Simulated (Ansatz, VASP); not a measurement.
## Two plane-wave programs on P

```
CELL_PARAMETERS angstrom
1.65476 -5.63574 0.00000
1.65476 5.63574 0.00000
0.00000 0.00000 4.55919
ATOMIC_POSITIONS crystal
P 0.09420 0.90580 0.08638
P 0.59420 0.40580 0.41362
P 0.90580 0.09420 0.91362
P 0.40580 0.59420 0.58638
```

Alike in both runs: functional PBE; k mesh 14 × 14 × 10; occupations gaussian, width 0.1 eV; no spin polarisation.

Ansatz relaxed the structure, and its values are those at the end. VASP's run is a single point on that final structure, the one shown.

|  | VASP | Ansatz |
| --- | --- | --- |
| version | VASP 6.6.1 | Ansatz 0.2.0 |
| potentials or method | VASP PAW PBE potentials, release 64 (P), cutoff 520 eV | scalar-relativistic, plane waves, PAW |
| valence electrons in the cell | 20 | 20 |

Ansatz gave:

| Item | Value |
| --- | --- |
| gap on the k mesh at the Fermi level (eV) | 0.12 |
| least direct gap on the mesh (eV) | 0.12 |
| pressure (GPa) | 0.0 |
| rms of the force components (eV/Å) | 0.001 |

Q: Which values does VASP return?

A: gap on the k mesh at the Fermi level (eV): 0.13; least direct gap on the mesh (eV): 0.13; pressure (GPa): -0.3; rms of the force components (eV/Å): 0.029.
